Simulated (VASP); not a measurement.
# TiSi2 (Cmcm) in VASP: a series of runs, part 2 of 2

VASP 6.6.1.

### 3 Single point, PBE

Input file INCAR:

```
SYSTEM = TiSi2
PREC     = Accurate       ! precision mode
ENCUT    = 520            ! plane-wave cutoff, eV
EDIFF    = 1E-7           ! SCF threshold, eV
ISMEAR   = -1             ! smearing method
SIGMA    = 0.05           ! smearing width, eV
LREAL    = .False.        ! projectors in reciprocal space
LASPH    = .True.         ! aspherical terms in the spheres
NELM     = 100            ! most SCF steps
ALGO     = Normal         ! electronic algorithm
ISIF     = 2              ! what is computed and relaxed
LWAVE    = .False.        ! write WAVECAR
LCHARG   = .False.        ! write CHGCAR
GGA      = PE             ! functional
NBANDS   = 29             ! bands
```

Input file KPOINTS:

```
regular mesh
0
Gamma
  8 8 8
  0 0 0
```

Input file POSCAR:

```
TiSi2
1.0
    1.7651050250     -6.7592815350      0.0000000000
    1.7651050250      6.7592815350      0.0000000000
    0.0000000000      0.0000000000      3.5651739700
Ti Si
2 4
Direct
    0.1031180800      0.8968819200      0.2500000000
    0.8968819200      0.1031180800      0.7500000000
    0.7503148200      0.2496851800      0.2500000000
    0.2496851800      0.7503148200      0.7500000000
    0.4417485500      0.5582514500      0.2500000000
    0.5582514500      0.4417485500      0.7500000000
```

Potentials or basis: VASP PAW PBE potentials, release 64 (Ti_sv, Si).

Started as:

```
> cat potpaw_PBE.64/Ti_sv/POTCAR potpaw_PBE.64/Si/POTCAR > POTCAR
> mpirun -np 1 vasp_std > vasp.out
```

Run time: 8.4 min. Hardware: 1 thread of AMD EPYC 7R43 (Zen 3), shared host; peak memory 0.37 GiB.

The run converged. Its results:

```
Free energy            : -40.7485 eV
Pressure               : 1.8 GPa
Largest force          : 0.181 eV/Å
Band gap on the k mesh : zero (band 20 reaches 11.02 eV, above the bottom of band 21 at 10.01 eV)
```

Forces in eV/Å, atoms in the order of the input:
```
Ti   0.000  0.002  0.000
Ti   0.000 -0.002  0.000
Si   0.000 -0.011  0.000
Si   0.000  0.011  0.000
Si   0.000  0.181  0.000
Si   0.000 -0.181  0.000
```

Stress tensor (GPa, compression positive):
```
1.79 0.00 0.00
0.00 1.53 0.00
0.00 0.00 2.11
```

Levels at points of the mesh, in eV from the Fermi level:
```
           k point  band 17  band 18  band 19  band 20  band 21  band 22  band 23  band 24
(0.00, 0.00, 0.00)    -2.16    -2.10    -2.08     0.46     0.71     0.81     0.88     1.35
(0.50, 0.00, 0.00)    -1.67    -1.48    -0.67    -0.58    -0.55     1.16     1.47     1.65
(0.50, 0.50, 0.00)    -2.53    -1.96    -1.19     0.38     0.64     0.74     0.91     1.13
(0.00, 0.00, 0.50)    -1.64    -1.64    -0.05    -0.05     0.83     0.83     1.47     1.47
(0.50, 0.00, 0.50)    -3.23    -3.23    -2.45    -2.45     1.74     1.74     1.88     1.88
(0.50, 0.50, 0.50)    -2.05    -2.05    -0.88    -0.88     0.47     0.47     1.66     1.66
```

### 4 Single point, r2SCAN

This run uses another cell than the first one, of 13.89 Å³/atom, 0.980 times its volume.

Edit POSCAR of step 3 so:

```diff
@@ -2,5 +2,5 @@
 1.0
-    1.7651050250     -6.7592815350      0.0000000000
-    1.7651050250      6.7592815350      0.0000000000
-    0.0000000000      0.0000000000      3.5651739700
+    1.7532583256     -6.7139158625      0.0000000000
+    1.7532583256      6.7139158625      0.0000000000
+    0.0000000000      0.0000000000      3.5412459070
 Ti Si
```

Input file INCAR.step1:

```
SYSTEM = TiSi2
PREC = Accurate
ENCUT = 520
ISMEAR = -1
SIGMA = 0.05
LREAL = .False.
LASPH = .True.
NELM = 100
NBANDS = 29
GGA = PE
ALGO = Normal
EDIFF = 1E-4
LWAVE = .True.
LCHARG = .False.
```

Input file INCAR.step2:

```
SYSTEM = TiSi2
PREC = Accurate
ENCUT = 520
EDIFF = 1E-6
ISMEAR = -1
SIGMA = 0.05
LREAL = .False.
LASPH = .True.
NELM = 100
ALGO = Normal
ISIF = 2
LWAVE = .False.
LCHARG = .False.
METAGGA = R2SCAN
LMIXTAU = .True.
NBANDS = 29
ISTART = 1
```

Input file KPOINTS:

```
Automatic mesh
0
Gamma
  8 8 8
  0 0 0
```

Started as:

```
> cat potpaw_PBE.64/Ti_sv/POTCAR potpaw_PBE.64/Si/POTCAR > POTCAR
> cp INCAR.step1 INCAR
> mpirun -np 1 vasp_std > vasp.out
> cp INCAR.step2 INCAR
> mpirun -np 1 vasp_std > vasp.out
```

It took 13 min on 1 thread of Intel Xeon Platinum 8559C (Emerald Rapids), shared host; peak memory 0.43 GiB.

Results (log left out):

```yaml
Free_energy: -64.2591 eV
Pressure: 3.2 GPa
Largest_force: 0.083 eV/Å
Band_gap_on_the_k_mesh: zero (band 20 reaches 11.34 eV, above the bottom of band 21 at 10.29 eV)
```

Forces on the atoms (eV/Å):
```
Ti   0.000  0.045  0.000
Ti   0.000 -0.045  0.000
Si   0.000 -0.006  0.000
Si   0.000  0.006  0.000
Si   0.000  0.083  0.000
Si   0.000 -0.083  0.000
```

Stress tensor (GPa, compression positive):
```
3.20 0.00 0.00
0.00 2.76 0.00
0.00 0.00 3.62
```

Levels at points of the mesh, in eV from the Fermi level:
```
           k point  band 18  band 19  band 20  band 21  band 22  band 23
(0.00, 0.00, 0.00)    -2.30    -2.21     0.46     0.86     0.96     0.98
(0.50, 0.00, 0.00)    -1.62    -0.70    -0.66    -0.59     1.35     1.68
(0.50, 0.50, 0.00)    -2.19    -1.26     0.38     0.68     0.78     0.96
(0.00, 0.00, 0.50)    -1.77    -0.08    -0.08     0.89     0.89     1.52
(0.50, 0.00, 0.50)    -3.54    -2.70    -2.70     1.96     1.96     2.19
(0.50, 0.50, 0.50)    -2.27    -0.99    -0.99     0.59     0.59     1.92
```

Caveat: the PAW data sets were made with another functional, which shifts forces and pressure a little.

### 5 Single point, r2SCAN

Edit POSCAR of step 4 so:

```diff
@@ -2,5 +2,5 @@
 1.0
-    1.7532583256     -6.7139158625      0.0000000000
-    1.7532583256      6.7139158625      0.0000000000
-    0.0000000000      0.0000000000      3.5412459070
+    1.7651050250     -6.7592815350      0.0000000000
+    1.7651050250      6.7592815350      0.0000000000
+    0.0000000000      0.0000000000      3.5651739700
 Ti Si
```

Edit INCAR.step1 of step 4 so:

```diff
@@ -7,3 +7,3 @@
 LASPH = .True.
-NELM = 100
+NELM = 60
 NBANDS = 29
```

Input file INCAR.step2:

```
SYSTEM = TiSi2
PREC = Accurate
ENCUT = 520
EDIFF = 1E-7
ISMEAR = -1
SIGMA = 0.05
LREAL = .False.
LASPH = .True.
NELM = 60
ALGO = Normal
ISIF = 2
LWAVE = .False.
LCHARG = .True.
METAGGA = R2SCAN
LMIXTAU = .True.
LELF = .True.
LVHAR = .True.
NBANDS = 29
ISTART = 1
```

Input file KPOINTS:

```
regular mesh
0
Gamma
  8 8 8
  0 0 0
```

Started as:

```
> cat potpaw_PBE.64/Ti_sv/POTCAR potpaw_PBE.64/Si/POTCAR > POTCAR
> cp INCAR.step1 INCAR
> mpirun -np 1 vasp_std > vasp.out
> cp INCAR.step2 INCAR
> mpirun -np 1 vasp_std > vasp.out
```

Run time: 19 min. Hardware: 1 thread of Intel Xeon Platinum 8559C (Emerald Rapids), shared host; peak memory 0.44 GiB.

It converged, with:

```yaml
Free_energy: -64.2768 eV
Pressure: 0.1 GPa
Largest_force: 0.017 eV/Å
Band_gap_on_the_k_mesh: zero (band 20 reaches 11.08 eV, above the bottom of band 21 at 10.04 eV)
```

Forces on the atoms (eV/Å):
```
Ti   0.000 -0.017  0.000
Ti   0.000  0.017  0.000
Si   0.000 -0.002  0.000
Si   0.000  0.002  0.000
Si   0.000  0.005  0.000
Si   0.000 -0.005  0.000
```

Levels at points of the mesh, in eV from the Fermi level:
```tsv
k point	band 17	band 18	band 19	band 20	band 21	band 22	band 23	band 24
(0.00, 0.00, 0.00)	-2.31	-2.24	-2.21	0.45	0.84	0.88	0.95	1.37
(0.50, 0.00, 0.00)	-1.82	-1.61	-0.67	-0.65	-0.58	1.28	1.61	1.85
(0.50, 0.50, 0.00)	-2.64	-2.18	-1.23	0.37	0.67	0.77	0.94	1.35
(0.00, 0.00, 0.50)	-1.72	-1.72	-0.08	-0.08	0.86	0.86	1.49	1.49
(0.50, 0.00, 0.50)	-3.51	-3.51	-2.65	-2.65	1.92	1.92	2.13	2.13
(0.50, 0.50, 0.50)	-2.23	-2.23	-0.97	-0.97	0.56	0.56	1.87	1.87
```

Caveat: the PAW data sets were made with another functional, which shifts forces and pressure a little.

### 6 Single point, PBE

This run uses another cell than the first one, of 13.33 Å³/atom, 0.940 times its volume.

Input file INCAR:

```
PREC = Accurate
ENCUT = 520
EDIFF = 1E-6
ISMEAR = -1
SIGMA = 0.05
LREAL = F
LASPH = T
NELM = 80
ALGO = Normal
ISIF = 2
LWAVE = F
LCHARG = T
GGA = PE
LELF = T
LVHAR = T
NBANDS = 29
```

Input file KPOINTS:

```
Automatic mesh
0
Gamma
  8 8 8
```

Edit POSCAR of step 5 so:

```diff
@@ -2,5 +2,5 @@
 1.0
-    1.7651050250     -6.7592815350      0.0000000000
-    1.7651050250      6.7592815350      0.0000000000
-    0.0000000000      0.0000000000      3.5651739700
+    1.7290723629     -6.6212982966      0.0000000000
+    1.7290723629      6.6212982966      0.0000000000
+    0.0000000000      0.0000000000      3.4923948962
 Ti Si
```

Potentials or basis: VASP PAW PBE potentials, release 64 (Ti_sv, Si).

Started as:

```
> cat potpaw_PBE.64/Ti_sv/POTCAR potpaw_PBE.64/Si/POTCAR > POTCAR
> mpirun -np 1 vasp_std > vasp.out
```

Run time: 3.1 min. Hardware: 1 thread of Intel Xeon 6975P-C (Granite Rapids), shared host; peak memory 0.39 GiB.

Results (log left out):

```yaml
Free_energy: -40.5347 eV
Pressure: 12.1 GPa
Largest_force: 0.425 eV/Å
Band_gap_on_the_k_mesh: zero (band 20 reaches 11.84 eV, above the bottom of band 21 at 10.76 eV)
```

Forces in eV/Å, atoms in the order of the input:
```
Ti   0.000  0.184  0.000
Ti   0.000 -0.184  0.000
Si   0.000 -0.024  0.000
Si   0.000  0.024  0.000
Si   0.000  0.425  0.000
Si   0.000 -0.425  0.000
```

Stress tensor (GPa, compression positive):
```
12.05  0.00  0.00
 0.00 10.32  0.00
 0.00  0.00 13.84
```

Levels at points of the mesh, in eV from the Fermi level:
```tsv
k point	band 16	band 17	band 18	band 19	band 20	band 21	band 22	band 23	band 24	band 25
(0.00, 0.00, 0.00)	-2.66	-2.33	-2.17	-2.08	0.48	0.87	0.93	1.02	1.27	1.44
(0.50, 0.00, 0.00)	-2.64	-1.79	-1.53	-0.75	-0.61	-0.59	1.38	1.66	1.82	1.91
(0.50, 0.50, 0.00)	-2.74	-2.71	-1.98	-1.27	0.39	0.67	0.78	0.98	1.46	2.28
(0.00, 0.00, 0.50)	-2.43	-1.78	-1.78	-0.04	-0.04	0.92	0.92	1.54	1.54	1.80
(0.50, 0.00, 0.50)	-4.20	-3.33	-3.33	-2.59	-2.59	1.89	1.89	2.05	2.05	2.67
(0.50, 0.50, 0.50)	-3.53	-2.15	-2.15	-0.95	-0.95	0.56	0.56	1.82	1.82	2.64
```

### 7 Overview

| level | potentials or basis | cell | gap on the mesh (eV) | pressure (GPa) | largest force (eV/Å) |
| --- | --- | --- | --- | --- | --- |
| LDA | VASP PAW LDA potentials, release 64 (Ti_sv, Si) | a = 6.986, b = 6.986, c = 3.565 Å, angles 90.0, 90.0, 150.7°, 6 atoms | none | -5.3 | 0.11 |
| PBE | VASP PAW PBE potentials, release 64 (Ti_sv, Si) | a = 6.986, b = 6.986, c = 3.565 Å, angles 90.0, 90.0, 150.7°, 6 atoms | none | 1.8 | 0.18 |
| r2SCAN | VASP PAW PBE potentials, release 64 (Ti_sv, Si) | a = 6.939, b = 6.939, c = 3.541 Å, angles 90.0, 90.0, 150.7°, 6 atoms | none | 3.2 | 0.08 |
| r2SCAN | VASP PAW PBE potentials, release 64 (Ti_sv, Si) | a = 6.986, b = 6.986, c = 3.565 Å, angles 90.0, 90.0, 150.7°, 6 atoms | none | 0.1 | 0.02 |
| PBE | VASP PAW PBE potentials, release 64 (Ti_sv, Si) | a = 6.843, b = 6.843, c = 3.492 Å, angles 90.0, 90.0, 150.7°, 6 atoms | none | 12.1 | 0.42 |

Alike in all rows: task single point; no spin polarisation; k mesh 8 × 8 × 8; cutoff (eV) 520; smearing fermi-dirac 0.05 eV.

Caveats: the PAW data sets were made with another functional, which shifts forces and pressure a little (some runs).

Absolute energies hang on the potentials; compare differences alone.
